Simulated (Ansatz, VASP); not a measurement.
**Two plane-wave programs on HfMoC2**

```
Hf Mo C
1.0
     3.15304    0.00000    0.00000
     0.00000    3.15304    0.00000
     0.00000    0.00000    4.46524
Hf Mo C
1 1 2
Direct
  0.00000 0.00000 0.00000
  0.50000 0.50000 0.50000
  0.00000 0.00000 0.50000
  0.50000 0.50000 0.00000
```

Alike in both runs: task relaxation of cell and atoms; functional PBEsol; k mesh 14 × 14 × 10; occupations gaussian, width 0.1 eV; no spin polarisation.

|  | VASP | Ansatz |
| --- | --- | --- |
| version | VASP 6.6.1 | Ansatz 0.2.0 |
| potentials or method | VASP PAW PBE potentials, release 64 (Hf_pv, Mo_sv, C), cutoff 600 eV | scalar-relativistic, plane waves, PAW |
| valence electrons in the cell | 32 | 48 |

```tsv
	VASP	Ansatz	Ansatz less VASP
gap on the k mesh at the Fermi level, each at its own relaxed structure (eV)	none	none	-
relaxed volume (Å³/atom)	11.06	11.06	-0.001
relaxed cell length with the largest relative difference (Å)	4.439	4.438	-0.0008
```

VASP's potentials were made for PBE, not for PBEsol. A gap of «none» marks a metal or a gap that the smearing closes. VASP's potentials hold 32 valence electrons a cell and Ansatz's 48, so a difference there can come from the potentials and not from the codes.

Spin-orbit coupling is off throughout.
